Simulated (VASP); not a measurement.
A run of VASP 6.6.1:

Contents of INCAR:

```
PREC = Accurate
ENCUT = 500
EDIFF = 1E-6
ISMEAR = 0
SIGMA = 0.02
LREAL = False
LASPH = True
NELM = 120
ALGO = Normal
ISIF = 2
LWAVE = False
LCHARG = True
GGA = PE
LELF = True
LVHAR = True
NBANDS = 11
GGA_COMPAT = False
```

Contents of KPOINTS:

```
Automatic mesh
0
Gamma
  10 10 10
```

POSCAR

```
BP
1.0
    0.0000000000      2.2741219932      2.2741219932
    2.2741219932      0.0000000000      2.2741219932
    2.2741219932      2.2741219932      0.0000000000
B P
1 1
Direct
    0.0000000000      0.0000000000      0.0000000000
    0.2500000000      0.2500000000      0.2500000000
```

Potentials or basis: VASP PAW PBE potentials, release 64 (B, P).

Launch:

```sh
$ cat potpaw_PBE.64/B/POTCAR potpaw_PBE.64/P/POTCAR > POTCAR
$ mpirun -np 1 vasp_std > vasp.out
```

Hardware: 1 thread of Intel(R) Xeon(R) 6975P-C (Granite Rapids), with other jobs on the host.

Problem. Estimate the wall time of this run.

Solution. It took 5.5 s on 1 thread of Intel(R) Xeon(R) 6975P-C (Granite Rapids), with other jobs on the host, peak memory 0.13 GiB. Counts: scf iterations 12, k points 47.
